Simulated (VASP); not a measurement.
KCl, 4 atoms in the cell. It takes space group Fm-3m (No. 225, cubic). The conventional cell has a = 6.415 Å, b = 6.415 Å, c = 6.415 Å, α = 90.00°, β = 90.00°, γ = 90.00°. K (site symmetry m-3m) has 6 Cl at 3.21 Å within 4.2 Å. Within 4.2 Å of Cl (site symmetry m-3m) lie 6 K at 3.21 Å.  This cell differs from its parent crystal: equal strain along all axes, cell held: +2.0 %.

- Program: VASP 6.6.1
- Task: single point
- Functional: r2SCAN
- Potentials or basis: VASP PAW PBE potentials, release 64 (K_sv, Cl)
- Cutoff: 520 eV
- k mesh: 6 × 6 × 4
- Occupations: gaussian, width 0.02 eV
- Spin: no spin polarisation
- Dipole correction: no
- Further INCAR settings: ALGO = Normal; EDIFF = 1e-07; NBANDS = 24

Potentials or basis: VASP PAW PBE potentials, release 64 (K_sv, Cl).

Run with:

```bash
$ cat potpaw_PBE.64/K_sv/POTCAR potpaw_PBE.64/Cl/POTCAR > POTCAR
$ cp INCAR.step1 INCAR
$ mpirun -np 1 vasp_std > vasp.out
$ cp INCAR.step2 INCAR
$ mpirun -np 1 vasp_std > vasp.out
```

Hardware: 1 thread of Intel(R) Xeon(R) Platinum 8259CL CPU @ 2.50GHz (Skylake/Cascade Lake) (shared host).

**Question.** Estimate the wall time of this run.

**Answer.** It took 4.5 min on 1 thread of Intel(R) Xeon(R) Platinum 8259CL CPU @ 2.50GHz (Skylake/Cascade Lake) (shared host), peak memory 0.29 GiB. Counts: k points 30.
